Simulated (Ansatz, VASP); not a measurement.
## Sc12H: VASP beside Ansatz

```
Sc H
1.0
     6.62000    0.00000    0.00000
    -4.96500    8.59963    0.00000
     0.00000    0.00000    5.27614
Sc H
12 1
Cartesian
  0.0088 -0.0072 0.0112
  -0.0028 1.8977 2.6523
  -1.6482 2.8769 0.0135
  -1.6366 4.7679 2.6416
  -3.3042 5.7349 -0.0790
  -3.3039 7.6733 2.6437
  3.3110 0.0007 0.0092
  3.3203 1.9162 2.6504
  1.6572 2.8706 0.0178
  1.6460 4.7669 2.6440
  0.0047 5.7264 0.0129
  0.0029 7.6466 2.6459
  -3.3052 5.7406 3.1442
```

Alike in both runs: functional PBE; dispersion D3(BJ); k mesh 3 × 2 × 3; occupations gaussian, width 0.15 eV; no spin polarisation.

Ansatz relaxed the structure, and its values are those at the end. VASP's run is a single point on that final structure, the one shown.

```csv
,VASP,Ansatz
version,VASP 6.6.1,Ansatz 0.2.0
potentials or method,"VASP PAW PBE potentials, release 64 (Sc_sv, H), cutoff 520 eV","scalar-relativistic, plane waves, PAW"
valence electrons in the cell,133,133
```

|  | VASP | Ansatz | Ansatz less VASP |
| --- | --- | --- | --- |
| rms of the force components (eV/Å) | 0.004 | 0.002 | -0.0019 |

The k mesh is coarse, so the values compare programs but aren't converged.
